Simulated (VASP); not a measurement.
Set up this calculation in VASP 6.6.1, as the native input.

```yaml
Task: single point
Functional: PBE
Potentials_or_basis: VASP PAW PBE potentials, release 64 (Zr_sv, C)
Cutoff: 520 eV
k_mesh: 18 × 18 × 18
Occupations: gaussian, width 0.15 eV
Spin: no spin polarisation
Dipole_correction: no
Further_INCAR_settings: ALGO = Normal; EDIFF = 1e-06; NBANDS = 15
```

The structure of ZrC lies in POSCAR:

```
ZrC
1.0
    0.0000000000      2.4442184000      2.2562016000
    2.4442184000      0.0000000000      2.2562016000
    2.4442184000      2.4442184000      0.0000000000
Zr C
1 1
Direct
    0.5000000000      0.5000000000      0.5000000000
    0.0000000000      0.0000000000      0.0000000000
```

This cell differs from its parent crystal: strain +0.040 along x and y, -0.040 along z.

These files were run (other wordings do the same):

INCAR

```
SYSTEM = ZrC
PREC = Accurate
ENCUT = 520
EDIFF = 1E-6
ISMEAR = 0
SIGMA = 0.15
LREAL = .FALSE.
LASPH = .TRUE.
NELM = 80
ALGO = Normal
ISIF = 2
LWAVE = .FALSE.
LCHARG = .FALSE.
GGA = PE
NBANDS = 15
```

KPOINTS

```
Automatic mesh
0
G
  18 18 18
  0 0 0
```

Potentials or basis: VASP PAW PBE potentials, release 64 (Zr_sv, C).

Command:

```console
$ cat potpaw_PBE.64/Zr_sv/POTCAR potpaw_PBE.64/C/POTCAR > POTCAR
$ mpirun -np 1 vasp_std > vasp.out
```

It gave:

```yaml
Pressure: -4.0 GPa
Band_gap_on_the_k_mesh: zero (bands 8 and 9 overlap by 1.57 eV)
```

Caveat: the cell differs from its parent crystal (strain +0.040 along x and y, -0.040 along z); the cell stands under tension.

Wall time 2.8 min on 1 thread of Intel(R) Xeon(R) 6975P-C (Granite Rapids), with other jobs on the host, peak memory 0.31 GiB.
